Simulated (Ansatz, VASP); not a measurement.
**CdS: VASP beside Ansatz**

```xyz
2
Lattice="0.0000 2.9392 2.9098 2.9392 0.0000 2.9098 2.9392 2.9392 0.0000" Properties=species:S:1:pos:R:3 pbc="T T T"
Cd    0.0000    0.0000    0.0000
S     1.4696    1.4696    1.4549
```

Change from the starting cell: uniaxial_z strain -1.0%.

Alike in both runs: task single point; functional PBE; k mesh 8 × 8 × 8; occupations fermi-dirac, width 0.02 eV; no spin polarisation.

|  | VASP | Ansatz |
| --- | --- | --- |
| version | VASP 6.6.1 | Ansatz 0.2.0 |
| potentials or method | VASP PAW PBE potentials, release 64 (Cd, S) | plane waves, PAW |
| plane-wave cutoff (eV) | 500 | 420 |
| valence electrons in the cell | 18 | 26 |

Ansatz gave:

```
gap on the k mesh at the Fermi level (eV)                     : 1.10
pressure (GPa)                                                : 2.0
traceless stress, the component that is largest in VASP (GPa) : 0.11
```

Q: Which values does VASP return?

A: gap on the k mesh at the Fermi level (eV): 1.10; pressure (GPa): 2.3; traceless stress, the component that is largest in VASP (GPa): 0.11.

The functional is the same, so the differences come from potentials, cutoffs and numerics. VASP's potentials hold 18 valence electrons a cell and Ansatz's 26, so a difference there can come from the potentials and not from the codes.
